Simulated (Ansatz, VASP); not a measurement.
**HRh6 in VASP and in Ansatz**

INCAR

```
PREC = Accurate
ENCUT = 520
EDIFF = 1E-7
ISMEAR = 0
SIGMA = 0.1
LREAL = False
LASPH = True
NELM = 80
ALGO = Fast
ISIF = 2
LWAVE = False
LCHARG = False
LDIPOL = True
IDIPOL = 3
DIPOL = 0.5 0.5 0.306
GGA = PE
NBANDS = 104
```

Contents of KPOINTS:

```
regular mesh
0
Gamma
  6 6 1
```

POSCAR

```
HRh6
1.0
    5.4165863251      0.0000000000      0.0000000000
   -2.7082931626      4.6909013593      0.0000000000
    0.0000000000      0.0000000000     22.2966119230
Rh H
12 2
Direct
    0.3333333333      0.1666666667      0.1793994538
    0.3333333333      0.6666666667      0.1793994538
    0.8333333333      0.1666666667      0.1793994538
    0.8333333333      0.6666666667      0.1793994538
    0.1666666667      0.3333333333      0.2757769167
    0.1666666667      0.8333333333      0.2757769167
    0.6666666667      0.3333333333      0.2757769167
    0.6666666667      0.8333333333      0.2757769167
    0.0000000000      0.0000000000      0.3721019118
    0.0000000000      0.5000000000      0.3721019118
    0.5000000000      0.0000000000      0.3721019118
    0.5000000000      0.5000000000      0.3721019118
    0.2010222061      0.4020444122      0.4887115567
    0.2989777939      0.5979555878      0.4887115567
```

Input for Ansatz:

```yaml
crystal:
  lattice:
    - [5.4165863251, 0.0, 0.0]
    - [-2.7082931626, 4.6909013593, 0.0]
    - [0.0, 0.0, 22.296611923]
  atoms:
    - { symbol: Rh, position: [0.3333333333, 0.1666666667, 0.1793994538] }
    - { symbol: Rh, position: [0.3333333333, 0.6666666667, 0.1793994538] }
    - { symbol: Rh, position: [0.8333333333, 0.1666666667, 0.1793994538] }
    - { symbol: Rh, position: [0.8333333333, 0.6666666667, 0.1793994538] }
    - { symbol: Rh, position: [0.1666666667, 0.3333333333, 0.2757769167] }
    - { symbol: Rh, position: [0.1666666667, 0.8333333333, 0.2757769167] }
    - { symbol: Rh, position: [0.6666666667, 0.3333333333, 0.2757769167] }
    - { symbol: Rh, position: [0.6666666667, 0.8333333333, 0.2757769167] }
    - { symbol: Rh, position: [0.0, 0.0, 0.3721019118] }
    - { symbol: Rh, position: [0.0, 0.5, 0.3721019118] }
    - { symbol: Rh, position: [0.5, 0.0, 0.3721019118] }
    - { symbol: Rh, position: [0.5, 0.5, 0.3721019118] }
    - { symbol: H, position: [0.2010222061, 0.4020444122, 0.4887115567] }
    - { symbol: H, position: [0.2989777939, 0.5979555878, 0.4887115567] }
basis:
  ecutwfc: 420
kpoints:
  mp_grid: { grid: [6, 6, 1] }
hamiltonian:
  xc: pbe
  pseudopotentials: { kind: paw, azcp: { folder: soft_1 } }
scf:
  occupations: { method: gaussian, width: 0.1 }
output:
  forces: true
  eigenvalues: true
efield:
  axis: 3
  dipole_correction: true
  ramp_width: 0.04
```

Alike in both runs: task single point; functional PBE; k mesh 6 × 6 × 1; occupations gaussian, width 0.1 eV; no spin polarisation.

|  | VASP | Ansatz |
| --- | --- | --- |
| version | VASP 6.6.1 | Ansatz 0.2.0 |
| potentials or method | VASP PAW PBE potentials, release 64 (Rh_pv, H), cutoff 520 eV | scalar-relativistic, plane waves, PAW |
| valence electrons in the cell | 182 | 206 |

|  | VASP | Ansatz | Ansatz less VASP |
| --- | --- | --- | --- |
| gap on the k mesh at the Fermi level (eV) | none | none | - |
| rms of the force components (eV/Å) | 0.711 | 0.711 | -0.0001 |

Atom by atom the forces differ by 0.000 eV/Å (rms over components). A gap of «none» marks a metal or a gap that the smearing closes. With one functional, cell and mesh, what is left measures potentials, basis and numerics. VASP's potentials hold 182 valence electrons a cell and Ansatz's 206, so a difference there can come from the potentials and not from the codes.
